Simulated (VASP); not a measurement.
# CdI2 (P-3m1) in VASP: a series of runs

CdI2 is run at these levels: PBE-based screened hybrid with 20 % exact exchange, PBE-based screened hybrid with 30 % exact exchange; tasks: single point.

All numbers are computed with VASP 6.6.1; they aren't measurements. Logs are shortened: lines on timing, memory, paths and dates and some standing lists are left out, and cuts for length are marked.

## 1. The cell of the first run

The structure is trigonal, space group P-3m1 (No. 164). Conventional cell: a = 4.247 Å, b = 4.247 Å, c = 6.895 Å, α = 90.00°, β = 90.00°, γ = 120.00°. Cd (site symmetry -3m) has 6 I at 2.99 Å within 3.9 Å. I (site symmetry 3m) has 3 Cd at 2.99 Å within 3.9 Å.

## 2. Single point, PBE-based screened hybrid with 20 % exact exchange

Input file POSCAR:

```
CdI2
1.0
    4.2470087284      0.0000000000      0.0000000000
   -2.1235043642      3.6780174489      0.0000000000
    0.0000000000      0.0000000000      6.8950251473
Cd I
1 2
Direct
    0.0000000000      0.0000000000      0.0000000000
    0.3333333333      0.6666666667      0.2493934756
    0.6666666667      0.3333333333      0.7506065244
```

Input file INCAR.step1:

```
  PREC = Accurate
  ENCUT = 400
  EDIFF = 1E-5
  ISMEAR = 0
  SIGMA = 0.01
  LREAL = F
  LASPH = T
  NELM = 120
  ALGO = Normal
  ISIF = 2
  LWAVE = T
  LCHARG = F
  GGA = PE
  NBANDS = 20
  GGA_COMPAT = F
```

Input file INCAR.step2:

```
  PREC = Accurate
  ENCUT = 400
  EDIFF = 1E-6
  ISMEAR = 0
  SIGMA = 0.01
  LREAL = F
  LASPH = T
  NELM = 120
  ALGO = Normal
  ISIF = 2
  LWAVE = F
  LCHARG = F
  GGA = PE
  LHFCALC = T
  AEXX = 0.2
  HFSCREEN = 0.2078
  PRECFOCK = Normal
  ISTART = 1
  NBANDS = 20
  GGA_COMPAT = F
```

Input file KPOINTS:

```
Automatic mesh
0
Gamma
  6 6 2
```

Potentials or basis: VASP PAW PBE potentials, release 64 (Cd, I).

Command:

```
> cat potpaw_PBE.64/Cd/POTCAR potpaw_PBE.64/I/POTCAR > POTCAR
> cp INCAR.step1 INCAR
> mpirun -np 1 vasp_std > vasp.out
> cp INCAR.step2 INCAR
> mpirun -np 1 vasp_std > vasp.out
```

OUTCAR:

```text
PREC = Accurate
   ENCUT = 400
   EDIFF = 1E-6
   ISMEAR = 0
   LREAL = F
   LASPH = T
   NELM = 120
   ISIF = 2
   GGA = PE
   LHFCALC = T
   AEXX = 0.2
   HFSCREEN = 0.2078
   PRECFOCK = Normal
   ISTART = 1

 ion  position               nearest neighbor table
   1  0.000  0.000  0.000-   2 2.99   3 2.99   3 2.99   2 2.99   3 2.99   2 2.99
   2  0.333  0.667  0.249-   1 2.99   1 2.99   1 2.99
   3  0.667  0.333  0.751-   1 2.99   1 2.99   1 2.99

  LATTYP: Found a hexagonal cell.
 ALAT       =     4.2470087284
 C/A-ratio  =     1.6235015250

  Lattice vectors:

 A1 = (   4.2470087284,   0.0000000000,   0.0000000000)
 A2 = (  -2.1235043642,   3.6780174489,   0.0000000000)
 A3 = (   0.0000000000,   0.0000000000,   6.8950251473)

Analysis of symmetry for initial positions (statically):
=====================================================================
 Subroutine PRICEL returns:
 Original cell was already a primitive cell.

 Routine SETGRP: Setting up the symmetry group for a
 hexagonal supercell.

 Subroutine GETGRP returns: Found 12 space group operations
 (whereof 12 operations were pure point group operations)
 out of a pool of 24 trial point group operations.

The static configuration has the point symmetry D_3d.

Analysis of symmetry for dynamics (positions and initial velocities):
=====================================================================
 Subroutine PRICEL returns:
 Original cell was already a primitive cell.

 Routine SETGRP: Setting up the symmetry group for a
 hexagonal supercell.

 Subroutine GETGRP returns: Found 12 space group operations
 (whereof 12 operations were pure point group operations)
 out of a pool of 24 trial point group operations.

The dynamic configuration has the point symmetry D_3d.

 Subroutine INISYM returns: Found 12 space group operations
 (whereof 12 operations are pure point group operations),
 and found     1 'primitive' translations

----------------------------------------------------------------------------------------

                                     Primitive cell

  volume of cell :     107.7042

  direct lattice vectors                    reciprocal lattice vectors
     4.247008728  0.000000000  0.000000000     0.235459841  0.135942803  0.000000000
    -2.123504364  3.678017449  0.000000000     0.000000000  0.271885605  0.000000000
     0.000000000  0.000000000  6.895025147     0.000000000  0.000000000  0.145032103

  length of vectors
     4.247008728  4.247008728  6.895025147     0.271885605  0.271885605  0.145032103

  position of ions in fractional coordinates (direct lattice)
     0.000000000  0.000000000  0.000000000
     0.333333333  0.666666667  0.249393476
     0.666666667  0.333333333  0.750606524

  ion indices of the primitive-cell ions
   primitive index   ion index
                 1           1
                 2           2
                 3           3

----------------------------------------------------------------------------------------

 KPOINTS: Automatic mesh

Automatic generation of k-mesh.
 Grid dimensions read from file:
 generate k-points for:    6    6    2

 Generating k-lattice:

  Cartesian coordinates                     Fractional coordinates (reciprocal lattice)
     0.039243307  0.022657134  0.000000000     0.166666667  0.000000000  0.000000000
     0.000000000  0.045314268  0.000000000     0.000000000  0.166666667  0.000000000
     0.000000000  0.000000000  0.072516052     0.000000000  0.000000000  0.500000000

  Length of vectors
     0.045314268  0.045314268  0.072516052

  Shift w.r.t. Gamma in fractional coordinates (k-lattice)
     0.000000000  0.000000000  0.000000000

 Subroutine IBZKPT returns following result:
 ===========================================

 Found     14 irreducible k-points:

 Following reciprocal coordinates:
            Coordinates               Weight
  0.000000  0.000000  0.000000      1.000000
  0.166667 -0.000000  0.000000      6.000000
  0.333333  0.000000  0.000000      6.000000
  0.500000  0.000000  0.000000      3.000000
  0.166667  0.166667  0.000000      6.000000
  0.333333  0.166667  0.000000     12.000000
  0.333333  0.333333  0.000000      2.000000
  0.000000  0.000000  0.500000      1.000000
  0.166667 -0.000000  0.500000      6.000000
  0.333333  0.000000  0.500000      6.000000
  0.500000  0.000000  0.500000      3.000000
  0.166667  0.166667  0.500000      6.000000
  0.333333  0.166667  0.500000     12.000000
  0.333333  0.333333  0.500000      2.000000
   k-points           NKPTS =     14   k-points in BZ     NKDIM =     72   number of bands    NBANDS=     20
   number of dos      NEDOS =    301   number of ions     NIONS =      3
   total plane-waves  NPLWV =  37632
   dimension x,y,z NGX =    28 NGY =   28 NGZ =   48
   dimension x,y,z NGXF=    56 NGYF=   56 NGZF=   96
   ions per type =               1   2
   NGX,Y,Z   is equivalent  to a cutoff of  10.96, 10.96, 11.57 a.u.
   NGXF,Y,Z  is equivalent  to a cutoff of  21.92, 21.92, 23.15 a.u.
 SYSTEM =  unknown system
   PREC   = accura    normal or accurate (medium, high low for compatibility)
   ISTART =      1    job   : 0-new  1-cont  2-samecut
   ICHARG =      0    charge: 1-file 2-atom 10-const
   ISPIN  =      1    spin polarized calculation?
   LNONCOLLINEAR =      F non collinear calculations
   LSORBIT =      F    spin-orbit coupling
   LASPH  =      T    aspherical Exc in radial PAW
   ENCUT  =  400.0 eV  29.40 Ry    5.42 a.u.   6.93  6.93 11.24*2*pi/ulx,y,z
   NELM   =    120;   NELMIN=  2; NELMDL=  0     # of ELM steps
   EDIFF  = 0.1E-05   stopping-criterion for ELM
   LREAL  =      F    real-space projection
   EDIFFG = 0.1E-04   stopping-criterion for IOM
   NSW    =      0    number of steps for IOM
   IBRION =     -1    ionic relax: 0-MD 1-quasi-New 2-CG
   NFREE  =      0    steps in history (QN), initial steepest desc. (CG)
   ISIF   =      2    stress and relaxation
   ISYM   =      3    0-nonsym 1-usesym 2-fastsym
   POTIM  = 0.5000    time-step for ionic-motion
   TEBEG  =    0.0;   TEEND  =   0.0 temperature during run
   PSTRESS=    0.0 pullay stress
   NELECT =      26.0000    total number of electrons
   NUPDOWN=      -1.0000    fix difference up-down
   EMIN   =  10.00;   EMAX   =-10.00  energy-range for DOS
   EFERMI =   0.00;   METHOD = LEGACY
   ISMEAR =     0;   SIGMA  =   0.01  broadening in eV -4-tet -1-fermi 0-gaus
   EFERMI_NEDOS =   21; number of points for ismear=-14 and -15
   IALGO  =     38    algorithm
   IMIX   =      1    mixing-type and parameters
     AMIX     =   0.40;   BMIX     =  1.00
     AMIX_MAG =   1.60;   BMIX_MAG =  1.00
  volume/ion in A,a.u.               =      35.90       242.27
  Fermi-wavevector in a.u.,A,eV,Ry     =   1.019346  1.926285 14.137359  1.039067
  Thomas-Fermi vector in A             =   2.152855
   LORBIT       =      0    0 simple, 1 ext, 2 COOP (PROOUT), +10 PAW based schemes
   GGA     = PE    functional components
   LHFCALC =     T    Hartree Fock is set to
   PRECFOCK=normal    Normal, Fast or Accurate (Low or Medium for compatibility)
   ENCUT4O =  -1.0   cutoff for four orbital integrals eV
   NKREDX  =     1    reduce k-point grid by
   NKREDY  =     1    reduce k-point grid by
   NKREDZ  =     1    reduce k-point grid by
   AEXX    =    0.2000 exact exchange contribution
   HFSCREEN=    0.2078 screening length (either q_TF or 0.3 A-1)
   HFSCREENC=   0.2078 screening length for correlation (either q_TF or 0.3 A-1)
   ENCUTFOCK=  -1.0 apply spherical cutoff to Coloumb kernel
   IVDW    =     0    specifies the selected vdW correction
   LEPSILON=     F    determine dielectric tensor
   LRPA    =     F    only Hartree local field effects (RPA)
 non-spin polarized calculation
 Gauss-broadening in eV      SIGMA  =   0.01
  energy-cutoff  :      400.00
  volume of cell :      107.70
 maximum number of plane-waves:      1971
 NGX is ok and might be reduce to    28
  NGX = 24; NGY = 24; NGZ = 36

 number of electron      26.0000011 magnetization

 Free energy of the ion-electron system (eV)
  ---------------------------------------------------
  ext. energy  EPLUGINS =         0.00000000
  ---------------------------------------------------
  free energy    TOTEN  =        -6.73819301 eV

  energy without entropy =       -6.73819301  energy(sigma->0) =       -6.73819301

 E-fermi :   1.5421     XC(G=0):  -7.4146

 val. band max:        1.4257193737   @ k =   0.0000   0.0000   0.5000
 cond. band min:       4.5651225285   @ k =   0.5000   0.0000   0.5000
 fundamental gap:      3.1394031548
 Fermi energy:         1.5420581603

 k-point     1 :       0.0000    0.0000    0.0000
  band No.  band energies     occupation
      1     -11.4961      2.00000
      2     -10.7343      2.00000
      3      -7.1624      2.00000
      4      -7.1624      2.00000
      5      -7.0246      2.00000
      6      -6.9518      2.00000
[... 12 lines left out ...]
     19      11.4538      0.00000
     20      11.4549      0.00000

 k-point     2 :       0.1667   -0.0000    0.0000
  band No.  band energies     occupation
      1     -11.3513      2.00000
      2     -10.7191      2.00000
      3      -7.1457      2.00000
      4      -7.0881      2.00000
      5      -6.9991      2.00000
      6      -6.9563      2.00000
[... 12 lines left out ...]
     19      10.4552      0.00000
     20      11.4692      0.00000

 k-point     3 :       0.3333    0.0000    0.0000
  band No.  band energies     occupation
      1     -11.0187      2.00000
      2     -10.7009      2.00000
      3      -7.1283      2.00000
      4      -7.0258      2.00000
      5      -6.9507      2.00000
      6      -6.9152      2.00000
[... 12 lines left out ...]
     19      10.8221      0.00000
     20      11.4512      0.00000

 k-point     4 :       0.5000    0.0000    0.0000
  band No.  band energies     occupation
      1     -10.7662      2.00000
      2     -10.7578      2.00000
      3      -7.1269      2.00000
      4      -7.0348      2.00000
      5      -6.9375      2.00000
      6      -6.8912      2.00000
[... 199 lines left out ...]
 k-point    13 :       0.3333    0.1667    0.5000
  band No.  band energies     occupation
      1     -10.7967      2.00000
      2     -10.7249      2.00000
      3      -7.0761      2.00000
      4      -7.0088      2.00000
      5      -6.9376      2.00000
      6      -6.9064      2.00000
[... 12 lines left out ...]
     19      10.4926      0.00000
     20      11.7845      0.00000

 k-point    14 :       0.3333    0.3333    0.5000
  band No.  band energies     occupation
      1     -10.7112      2.00000
      2     -10.7112      2.00000
      3      -6.9780      2.00000
      4      -6.9780      2.00000
      5      -6.9223      2.00000
      6      -6.8994      2.00000
[... 12 lines left out ...]
     19      11.3030      0.00000
     20      11.3030      0.00000

------------------------ aborting loop because EDIFF is reached ----------------------------------------

  FORCE on cell =-STRESS in cart. coord.  units (eV):
  Direction    XX          YY          ZZ          XY          YZ          ZX
  --------------------------------------------------------------------------------------
  -------------------------------------------------------------------------------------
  Total        0.5551894      0.5551894      0.4639459      0.0000000      0.0000000      0.0000000
  in kB        8.2588376      8.2588376      6.9015267      0.0000000      0.0000000      0.0000000
  external PRESSURE =       7.8064007 kB  Pullay stress =       0.0000000 kB

 VOLUME and BASIS-vectors are now :
 -----------------------------------------------------------------------------
  energy-cutoff  :      400.00
  volume of cell :      107.70
      direct lattice vectors                 reciprocal lattice vectors
     4.247008728  0.000000000  0.000000000     0.235459841  0.135942803  0.000000000
    -2.123504364  3.678017449  0.000000000     0.000000000  0.271885605  0.000000000
     0.000000000  0.000000000  6.895025147     0.000000000  0.000000000  0.145032103

 POSITION                                       TOTAL-FORCE (eV/Angst)
 -----------------------------------------------------------------------------------
      0.00000      0.00000      0.00000        -0.000000     -0.000000      0.000000
     -0.00000      2.45201      1.71957         0.000000      0.000000     -0.034830
      2.12350      1.22601      5.17545        -0.000000     -0.000000      0.034830
 -----------------------------------------------------------------------------------
    total drift:                               -0.000000     -0.000000      0.000000

  FREE ENERGIE OF THE ION-ELECTRON SYSTEM (eV)
  ---------------------------------------------------
  free  energy   TOTEN  =        -6.7381930143 eV

  energy  without entropy=       -6.7381930143  energy(sigma->0) =       -6.73819301
```

Run time: 67 min. Hardware: 1 thread of AMD EPYC, shared host; peak memory 0.29 GiB.

What came out:

| Property | Result |
| --- | --- |
| Free energy | -6.7382 eV |
| Pressure | 0.8 GPa |
| Largest force | 0.035 eV/Å |
| Band gap on the k mesh | 3.14 eV (least direct gap 3.41 eV) |

Forces on the atoms (eV/Å):
```
Cd   0.000  0.000  0.000
I    0.000  0.000 -0.035
I    0.000  0.000  0.035
```

Caveat: the k points lie up to 0.46 Å⁻¹ apart; the PAW data sets were made with another functional, which shifts forces and pressure a little; spin-orbit coupling is left out, which moves the levels of the heavy elements. A k mesh can miss the band edges.

## 3. Single point, PBE-based screened hybrid with 30 % exact exchange

POSCAR is that of step 2.

Input file INCAR.step1:

```
  ALGO = Normal
  EDIFF = 1E-5
  ENCUT = 400
  GGA = PE
  GGA_COMPAT = F
  ISIF = 2
  ISMEAR = 0
  LASPH = T
  LREAL = F
  LWAVE = T
  NBANDS = 20
  NELM = 120
  PREC = Accurate
  SIGMA = 0.01
```

Input file INCAR.step2:

```
  AEXX = 0.3
  ALGO = Normal
  EDIFF = 1E-6
  ENCUT = 400
  GGA = PE
  GGA_COMPAT = F
  HFSCREEN = 0.2078
  ISIF = 2
  ISMEAR = 0
  ISTART = 1
  LASPH = T
  LCHARG = T
  LELF = T
  LHFCALC = T
  LREAL = F
  LVHAR = T
  LWAVE = F
  NBANDS = 20
  NELM = 120
  PREC = Accurate
  PRECFOCK = Normal
  SIGMA = 0.01
```

Input file KPOINTS:

```
k-points
0
Gamma
  6 6 2
```

Potentials or basis: VASP PAW PBE potentials, release 64 (Cd, I).

Command:

```
> cat potpaw_PBE.64/Cd/POTCAR potpaw_PBE.64/I/POTCAR > POTCAR
> cp INCAR.step1 INCAR
> mpirun -np 1 vasp_std > vasp.out
> cp INCAR.step2 INCAR
> mpirun -np 1 vasp_std > vasp.out
```

It took 43 min on 1 thread of Intel Xeon Platinum 8375C at 2.90GHz (Ice Lake), shared host; peak memory 0.32 GiB.

The run converged. Its results:

- Free energy: -7.4206 eV
- Pressure: 0.5 GPa
- Largest force: 0.091 eV/Å
- Band gap on the k mesh: 3.55 eV (least direct gap 3.83 eV)

Forces on the atoms (eV/Å):
```
Cd   0.000  0.000  0.000
I    0.000  0.000 -0.091
I    0.000  0.000  0.091
```

Stress tensor (GPa, compression positive):
```
0.51 0.00 0.00
0.00 0.51 0.00
0.00 0.00 0.36
```

Levels at points of the mesh, in eV from the valence-band top:
```csv
k point,band 10,band 11,band 12,band 13,band 14,band 15,band 16,band 17
"(0.00, 0.00, 0.00)",-0.29,-0.15,-0.15,-0.14,3.69,5.61,7.66,7.66
"(0.50, 0.00, 0.00)",-2.13,-1.61,-0.73,-0.14,3.82,6.18,7.04,7.82
"(0.00, 0.00, 0.50)",-0.42,-0.42,0.00,0.00,4.86,5.67,7.44,7.44
"(0.50, 0.00, 0.50)",-1.39,-1.30,-0.54,-0.47,3.55,6.07,7.04,7.73
```

Caveat: the k points lie up to 0.46 Å⁻¹ apart; the PAW data sets were made with another functional, which shifts forces and pressure a little; spin-orbit coupling is left out, which moves the levels of the heavy elements. A k mesh can miss the band edges.
